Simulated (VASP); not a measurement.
# Tc3Sn: single point with PBEsol+D3(BJ)

Tc3Sn:

```
Tc Sn
1.0
     0.00000    3.17219    3.17219
     3.17219    0.00000    3.17219
     3.17219    3.17219    0.00000
Tc Sn
3 1
Cartesian
  1.5861 1.5861 1.5861
  4.7583 4.7583 4.7583
  3.1722 3.1722 3.1722
  0.0000 0.0000 0.0000
```

```json
{"Program": "VASP 6.6.1", "Task": "single point", "Functional": "PBEsol", "Dispersion": "D3(BJ)", "Potentials or basis": "VASP PAW PBE potentials, release 64 (Tc_pv, Sn_d)", "Cutoff": "520 eV", "k mesh": "4 × 4 × 4", "Occupations": "fermi-dirac, width 0.05 eV", "Spin": "no spin polarisation", "Dipole correction": "no", "Further INCAR settings": "ALGO = Normal; EDIFF = 1e-07; NBANDS = 34"}
```

The pressure is -15.4 GPa and the dispersion energy per atom is -0.581 eV.

Levels at points of the mesh, in eV from the Fermi level:
| k point | band 23 | band 24 | band 25 | band 26 | band 27 | band 28 | band 29 | band 30 |
| --- | --- | --- | --- | --- | --- | --- | --- | --- |
| (0.00, 0.00, 0.00) | -2.47 | 0.79 | 0.79 | 0.81 | 0.81 | 0.81 | 1.53 | 1.53 |
| (0.50, 0.00, 0.00) | -1.84 | -1.00 | -1.00 | -0.77 | 0.61 | 0.61 | 0.81 | 0.81 |
| (0.50, 0.50, 0.00) | -2.39 | -1.47 | -0.45 | -0.45 | 0.05 | 0.27 | 0.57 | 1.43 |

It took 23 s on 1 thread of Intel(R) Xeon(R) 6975P-C (Granite Rapids) (shared host), peak memory 0.22 GiB.

Caveat: the k points lie up to 0.43 Å⁻¹ apart; three body term missing; the PAW data sets were made with another functional, which shifts forces and pressure a little; spin-orbit coupling is left out, which moves the levels of the heavy elements; pairwise dispersion overbinds metals, which lowers pressure and volume.
